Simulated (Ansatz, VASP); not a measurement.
# BaTe: VASP beside Ansatz

```
Ba Te
1.0
     0.00000    3.64295    3.53239
     3.64295    0.00000    3.53239
     3.64295    3.64295    0.00000
Ba Te
1 1
Direct
  0.00000 0.00000 0.00000
  0.50000 0.50000 0.50000
```

Change from the starting cell: biaxial_xy strain +3.1%.

Alike in both runs: task single point; functional r2SCAN; k mesh 6 × 6 × 6; no spin polarisation.

|  | VASP | Ansatz |
| --- | --- | --- |
| version | VASP 6.6.1 | Ansatz 0.2.0 |
| potentials or method | VASP PAW PBE potentials, release 64 (Ba_sv, Te) | plane waves, PAW |
| plane-wave cutoff (eV) | 550 | 500 |
| occupations | gaussian, width 0.01 eV | fixed |
| valence electrons in the cell | 16 | 26 |

Ansatz gave:

```
gap on the k mesh at the Fermi level (eV)                     : 2.07
pressure (GPa)                                                : -1.6
traceless stress, the component that is largest in VASP (GPa) : 1.00
```

Problem. Which values does VASP return?

Solution. gap on the k mesh at the Fermi level (eV): 2.00; pressure (GPa): -1.3; traceless stress, the component that is largest in VASP (GPa): 1.06.

VASP's potentials were made for PBE, not for r2SCAN. VASP's potentials hold 16 valence electrons a cell and Ansatz's 26, so a difference there can come from the potentials and not from the codes.

Spin-orbit coupling is off throughout.
